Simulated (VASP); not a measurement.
Write the native input for VASP 6.6.1 that does the following.

```yaml
Task: single point
Functional: PBE
Potentials_or_basis: VASP PAW PBE potentials, release 64 (Cd, S)
Cutoff: 520 eV
k_mesh: 8 × 8 × 8
Occupations: gaussian, width 0.019 eV
Spin: no spin polarisation
Dipole_correction: no
Further_INCAR_settings: ALGO = Normal; EDIFF = 1e-06; NBANDS = 16
```

The structure of CdS lies in POSCAR:

```
CdS
1.0
    0.0000000000      2.7532440000      2.7532440000
    2.7532440000      0.0000000000      2.7532440000
    2.7532440000      2.7532440000      0.0000000000
Cd S
1 1
Direct
    0.0000000000      0.0000000000      0.0000000000
    0.5000000000      0.5000000000      0.5000000000
```

The input as run:

INCAR

```
ALGO = Normal ; EDIFF = 1E-6
ENCUT = 520 ; GGA = PE
ISIF = 2 ; ISMEAR = 0
LASPH = T ; LCHARG = F
LREAL = F ; LWAVE = F
NBANDS = 16 ; NELM = 80
PREC = Accurate ; SIGMA = 0.019000000000000003
```

KPOINTS

```
k-points
0
Gamma
  8 8 8
```

Potentials or basis: VASP PAW PBE potentials, release 64 (Cd, S).

Launch:

```sh
$ cat potpaw_PBE.64/Cd/POTCAR potpaw_PBE.64/S/POTCAR > POTCAR
$ mpirun -np 1 vasp_std > vasp.out
```

Results of the run:

```yaml
Pressure: -0.1 GPa
Band_gap_on_the_k_mesh: 0.25 eV, indirect (least direct gap 1.53 eV)
```

Wall time 22 s on 1 thread of Intel(R) Xeon(R) Platinum 8259CL CPU @ 2.50GHz (Skylake/Cascade Lake), on a shared host, peak memory 0.17 GiB.
